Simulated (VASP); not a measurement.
# CdO (Monteponite) (Fm-3m) in VASP: single point with HSE06

Aim: the single point of CdO (Monteponite) with HSE06.

Everything below comes from runs of VASP 6.6.1. Logs are shortened: lines on timing, memory, paths and dates and some standing lists are left out, and cuts for length are marked.

### Step 1. The cell of the first run

Symmetry: Fm-3m, No. 225, cubic system. The conventional cell has a = 4.706 Å, b = 4.706 Å, c = 4.706 Å, α = 90.00°, β = 90.00°, γ = 90.00°. Cd (site symmetry m-3m) has 6 O at 2.35 Å within 3.1 Å. Within 3.1 Å of O (site symmetry m-3m) lie 6 Cd at 2.35 Å.

### Step 2. Single point, HSE06

The input, POSCAR:

```
CdO
1.0
    0.0000000000      2.3530040401      2.3530040401
    2.3530040401      0.0000000000      2.3530040401
    2.3530040401      2.3530040401      0.0000000000
Cd O
1 1
Direct
    0.0000000000      0.0000000000      0.0000000000
    0.5000000000      0.5000000000      0.5000000000
```

The input, INCAR.step1:

```
SYSTEM = CdO
  PREC = Accurate
  ENCUT = 520
  EDIFF = 1E-5
  ISMEAR = -1
  SIGMA = 0.02
  LREAL = .FALSE.
  LASPH = .TRUE.
  NELM = 120
  ALGO = Normal
  ISIF = 2
  LWAVE = .TRUE.
  LCHARG = .FALSE.
  NBANDS = 16
  GGA = PE
  GGA_COMPAT = .FALSE.
```

The input, INCAR.step2:

```
SYSTEM = CdO
  PREC = Accurate
  ENCUT = 520
  EDIFF = 1E-6
  ISMEAR = -1
  SIGMA = 0.02
  LREAL = .FALSE.
  LASPH = .TRUE.
  NELM = 120
  ALGO = Normal
  ISIF = 2
  LWAVE = .FALSE.
  LCHARG = .FALSE.
  GGA = PE
  LHFCALC = .TRUE.
  HFSCREEN = 0.2079
  PRECFOCK = Normal
  NBANDS = 16
  ISTART = 1
  GGA_COMPAT = .FALSE.
```

The input, KPOINTS:

```
Automatic mesh
0
G
  6 6 6
  0 0 0
```

Potentials or basis: VASP PAW PBE potentials, release 64 (Cd, O).

The run is started by

```sh
$ cat potpaw_PBE.64/Cd/POTCAR potpaw_PBE.64/O/POTCAR > POTCAR
$ cp INCAR.step1 INCAR
$ mpirun -np 1 vasp_std > vasp.out
$ cp INCAR.step2 INCAR
$ mpirun -np 1 vasp_std > vasp.out
```

OUTCAR:

```text
SYSTEM = CdO
   PREC = Accurate
   ENCUT = 520
   EDIFF = 1E-6
   ISMEAR = -1
   LREAL = .FALSE.
   LASPH = .TRUE.
   NELM = 120
   ISIF = 2
   GGA = PE
   LHFCALC = .TRUE.
   HFSCREEN = 0.2079
   PRECFOCK = Normal
   ISTART = 1

 ion  position               nearest neighbor table
   1  0.000  0.000  0.000-   2 2.35   2 2.35   2 2.35   2 2.35   2 2.35   2 2.35
   2  0.500  0.500  0.500-   1 2.35   1 2.35   1 2.35   1 2.35   1 2.35   1 2.35

  LATTYP: Found a face centered cubic cell.
 ALAT       =     4.7060080802

  Lattice vectors:

 A1 = (   0.0000000000,   2.3530040401,   2.3530040401)
 A2 = (   2.3530040401,   0.0000000000,   2.3530040401)
 A3 = (   2.3530040401,   2.3530040401,   0.0000000000)

Analysis of symmetry for initial positions (statically):
=====================================================================
 Subroutine PRICEL returns:
 Original cell was already a primitive cell.

 Routine SETGRP: Setting up the symmetry group for a
 face centered cubic supercell.

 Subroutine GETGRP returns: Found 48 space group operations
 (whereof 48 operations were pure point group operations)
 out of a pool of 48 trial point group operations.

The static configuration has the point symmetry O_h .

Analysis of symmetry for dynamics (positions and initial velocities):
=====================================================================
 Subroutine PRICEL returns:
 Original cell was already a primitive cell.

 Routine SETGRP: Setting up the symmetry group for a
 face centered cubic supercell.

 Subroutine GETGRP returns: Found 48 space group operations
 (whereof 48 operations were pure point group operations)
 out of a pool of 48 trial point group operations.

The dynamic configuration has the point symmetry O_h .

 Subroutine INISYM returns: Found 48 space group operations
 (whereof 48 operations are pure point group operations),
 and found     1 'primitive' translations

----------------------------------------------------------------------------------------

                                     Primitive cell

  volume of cell :      26.0554

  direct lattice vectors                    reciprocal lattice vectors
     0.000000000  2.353004040  2.353004040    -0.212494323  0.212494323  0.212494323
     2.353004040  0.000000000  2.353004040     0.212494323 -0.212494323  0.212494323
     2.353004040  2.353004040  0.000000000     0.212494323  0.212494323 -0.212494323

  length of vectors
     3.327650226  3.327650226  3.327650226     0.368050963  0.368050963  0.368050963

  position of ions in fractional coordinates (direct lattice)
     0.000000000  0.000000000  0.000000000
     0.500000000  0.500000000  0.500000000

  ion indices of the primitive-cell ions
   primitive index   ion index
                 1           1
                 2           2

----------------------------------------------------------------------------------------

 KPOINTS: Automatic mesh

Automatic generation of k-mesh.
 Grid dimensions read from file:
 generate k-points for:    6    6    6

 Generating k-lattice:

  Cartesian coordinates                     Fractional coordinates (reciprocal lattice)
    -0.035415720  0.035415720  0.035415720     0.166666667  0.000000000  0.000000000
     0.035415720 -0.035415720  0.035415720     0.000000000  0.166666667  0.000000000
     0.035415720  0.035415720 -0.035415720     0.000000000  0.000000000  0.166666667

  Length of vectors
     0.061341827  0.061341827  0.061341827

  Shift w.r.t. Gamma in fractional coordinates (k-lattice)
     0.000000000  0.000000000  0.000000000

 Subroutine IBZKPT returns following result:
 ===========================================

 Found     16 irreducible k-points:

 Following reciprocal coordinates:
            Coordinates               Weight
  0.000000  0.000000  0.000000      1.000000
  0.166667  0.000000  0.000000      8.000000
  0.333333  0.000000  0.000000      8.000000
  0.500000  0.000000  0.000000      4.000000
  0.166667  0.166667  0.000000      6.000000
  0.333333  0.166667  0.000000     24.000000
[... 8 lines left out ...]
 -0.333333  0.333333  0.166667     24.000000
 -0.333333  0.500000  0.166667     12.000000
   k-points           NKPTS =     16   k-points in BZ     NKDIM =    216   number of bands    NBANDS=     16
   number of dos      NEDOS =    301   number of ions     NIONS =      2
   total plane-waves  NPLWV =  21952
   dimension x,y,z NGX =    28 NGY =   28 NGZ =   28
   dimension x,y,z NGXF=    56 NGYF=   56 NGZF=   56
   ions per type =               1   1
   NGX,Y,Z   is equivalent  to a cutoff of  13.99, 13.99, 13.99 a.u.
   NGXF,Y,Z  is equivalent  to a cutoff of  27.98, 27.98, 27.98 a.u.
 SYSTEM =  CdO
   PREC   = accura    normal or accurate (medium, high low for compatibility)
   ISTART =      1    job   : 0-new  1-cont  2-samecut
   ICHARG =      0    charge: 1-file 2-atom 10-const
   ISPIN  =      1    spin polarized calculation?
   LNONCOLLINEAR =      F non collinear calculations
   LSORBIT =      F    spin-orbit coupling
   LASPH  =      T    aspherical Exc in radial PAW
   ENCUT  =  520.0 eV  38.22 Ry    6.18 a.u.   6.19  6.19  6.19*2*pi/ulx,y,z
   NELM   =    120;   NELMIN=  2; NELMDL=  0     # of ELM steps
   EDIFF  = 0.1E-05   stopping-criterion for ELM
   LREAL  =      F    real-space projection
   EDIFFG = 0.1E-04   stopping-criterion for IOM
   NSW    =      0    number of steps for IOM
   IBRION =     -1    ionic relax: 0-MD 1-quasi-New 2-CG
   NFREE  =      0    steps in history (QN), initial steepest desc. (CG)
   ISIF   =      2    stress and relaxation
   ISYM   =      3    0-nonsym 1-usesym 2-fastsym
   POTIM  = 0.5000    time-step for ionic-motion
   TEBEG  =    0.0;   TEEND  =   0.0 temperature during run
   PSTRESS=    0.0 pullay stress
   NELECT =      18.0000    total number of electrons
   NUPDOWN=      -1.0000    fix difference up-down
   EMIN   =  10.00;   EMAX   =-10.00  energy-range for DOS
   EFERMI =   0.00;   METHOD = LEGACY
   ISMEAR =    -1;   SIGMA  =   0.02  broadening in eV -4-tet -1-fermi 0-gaus
   EFERMI_NEDOS =   21; number of points for ismear=-14 and -15
   IALGO  =     38    algorithm
   IMIX   =      1    mixing-type and parameters
     AMIX     =   0.40;   BMIX     =  1.00
     AMIX_MAG =   1.60;   BMIX_MAG =  1.00
  volume/ion in A,a.u.               =      13.03        87.92
  Fermi-wavevector in a.u.,A,eV,Ry     =   1.447215  2.734839 28.496459  2.094431
  Thomas-Fermi vector in A             =   2.565195
   LORBIT       =      0    0 simple, 1 ext, 2 COOP (PROOUT), +10 PAW based schemes
   GGA     = PE    functional components
   LHFCALC =     T    Hartree Fock is set to
   PRECFOCK=normal    Normal, Fast or Accurate (Low or Medium for compatibility)
   ENCUT4O =  -1.0   cutoff for four orbital integrals eV
   NKREDX  =     1    reduce k-point grid by
   NKREDY  =     1    reduce k-point grid by
   NKREDZ  =     1    reduce k-point grid by
   AEXX    =    0.2500 exact exchange contribution
   HFSCREEN=    0.2079 screening length (either q_TF or 0.3 A-1)
   HFSCREENC=   0.2079 screening length for correlation (either q_TF or 0.3 A-1)
   ENCUTFOCK=  -1.0 apply spherical cutoff to Coloumb kernel
   IVDW    =     0    specifies the selected vdW correction
   LEPSILON=     F    determine dielectric tensor
   LRPA    =     F    only Hartree local field effects (RPA)
 non-spin polarized calculation
  energy-cutoff  :      520.00
  volume of cell :       26.06
 maximum number of plane-waves:       725
 NGX is ok and might be reduce to    28
  NGX = 20; NGY = 20; NGZ = 20

 number of electron      18.0000002 magnetization

 Free energy of the ion-electron system (eV)
  ---------------------------------------------------
  ext. energy  EPLUGINS =         0.00000000
  ---------------------------------------------------
  free energy    TOTEN  =        -9.99634050 eV

  energy without entropy =       -9.99634050  energy(sigma->0) =       -9.99634050

 E-fermi :   1.3901     XC(G=0):  -9.5379

 val. band max:        0.9628872109   @ k =   0.5000   0.0000   0.0000
 cond. band min:       1.8347624780   @ k =   0.0000   0.0000   0.0000
 fundamental gap:      0.8718752671
 Fermi energy:         1.3901033147

 k-point     1 :       0.0000    0.0000    0.0000
  band No.  band energies     occupation
      1     -17.9624      2.00000
      2      -6.5377      2.00000
      3      -6.5377      2.00000
      4      -6.5377      2.00000
      5      -6.2826      2.00000
      6      -6.2826      2.00000
[... 8 lines left out ...]
     15      21.3744      0.00000
     16      21.3744      0.00000

 k-point     2 :       0.1667    0.0000    0.0000
  band No.  band energies     occupation
      1     -17.7727      2.00000
      2      -6.6523      2.00000
      3      -6.5922      2.00000
      4      -6.5922      2.00000
      5      -6.3473      2.00000
      6      -6.3473      2.00000
[... 8 lines left out ...]
     15      21.6940      0.00000
     16      21.6940      0.00000

 k-point     3 :       0.3333    0.0000    0.0000
  band No.  band energies     occupation
      1     -17.3645      2.00000
      2      -7.0814      2.00000
      3      -6.9875      2.00000
      4      -6.9875      2.00000
      5      -6.1217      2.00000
      6      -6.1217      2.00000
[... 8 lines left out ...]
     15      23.2984      0.00000
     16      23.2984      0.00000

 k-point     4 :       0.5000    0.0000    0.0000
  band No.  band energies     occupation
      1     -17.1428      2.00000
      2      -7.4017      2.00000
      3      -7.1734      2.00000
      4      -7.1734      2.00000
      5      -5.9936      2.00000
      6      -5.9936      2.00000
[... 8 lines left out ...]
     15      24.1164      0.00000
     16      25.0664      0.00000
[... 172 lines left out ...]
 k-point    14 :       0.5000    0.3333    0.1667
  band No.  band energies     occupation
      1     -17.2683      2.00000
      2      -6.8585      2.00000
      3      -6.7885      2.00000
      4      -6.7594      2.00000
      5      -6.0779      2.00000
      6      -5.9135      2.00000
[... 8 lines left out ...]
     15      24.0137      0.00000
     16      26.7669      0.00000

 k-point    15 :      -0.3333    0.3333    0.1667
  band No.  band energies     occupation
      1     -17.1805      2.00000
      2      -6.9503      2.00000
      3      -6.7093      2.00000
      4      -6.6948      2.00000
      5      -5.9443      2.00000
      6      -5.9069      2.00000
[... 8 lines left out ...]
     15      22.0527      0.00000
     16      27.8362      0.00000

 k-point    16 :      -0.3333    0.5000    0.1667
  band No.  band energies     occupation
      1     -17.2202      2.00000
      2      -6.8401      2.00000
      3      -6.5762      2.00000
      4      -6.3404      2.00000
      5      -5.8473      2.00000
      6      -5.6619      2.00000
[... 8 lines left out ...]
     15      24.1324      0.00000
     16      27.6566      0.00000

------------------------ aborting loop because EDIFF is reached ----------------------------------------

  FORCE on cell =-STRESS in cart. coord.  units (eV):
  Direction    XX          YY          ZZ          XY          YZ          ZX
  --------------------------------------------------------------------------------------
  -------------------------------------------------------------------------------------
  Total        0.2536922      0.2536922      0.2536922      0.0000000      0.0000000      0.0000000
  in kB       15.5998261     15.5998261     15.5998261      0.0000000      0.0000000      0.0000000
  external PRESSURE =      15.5998261 kB  Pullay stress =       0.0000000 kB

 VOLUME and BASIS-vectors are now :
 -----------------------------------------------------------------------------
  energy-cutoff  :      520.00
  volume of cell :       26.06
      direct lattice vectors                 reciprocal lattice vectors
     0.000000000  2.353004040  2.353004040    -0.212494323  0.212494323  0.212494323
     2.353004040  0.000000000  2.353004040     0.212494323 -0.212494323  0.212494323
     2.353004040  2.353004040  0.000000000     0.212494323  0.212494323 -0.212494323

 POSITION                                       TOTAL-FORCE (eV/Angst)
 -----------------------------------------------------------------------------------
      0.00000      0.00000      0.00000         0.000000      0.000000      0.000000
      2.35300      2.35300      2.35300        -0.000000     -0.000000     -0.000000
 -----------------------------------------------------------------------------------
    total drift:                                0.000001      0.000002      0.000002

  FREE ENERGIE OF THE ION-ELECTRON SYSTEM (eV)
  ---------------------------------------------------
  free  energy   TOTEN  =        -9.9963405002 eV

  energy  without entropy=       -9.9963405002  energy(sigma->0) =       -9.99634050
```

Run time: 20 min. Hardware: 1 thread of Intel Xeon Platinum 8488C (Sapphire Rapids), shared host; peak memory 0.27 GiB.

What came out:

* Free energy: -9.9963 eV
* Pressure: 1.6 GPa
* Band gap on the k mesh: 0.87 eV, indirect (least direct gap 2.21 eV)

Caveat: the PAW data sets were made with another functional, which shifts forces and pressure a little. A k mesh can miss the band edges.
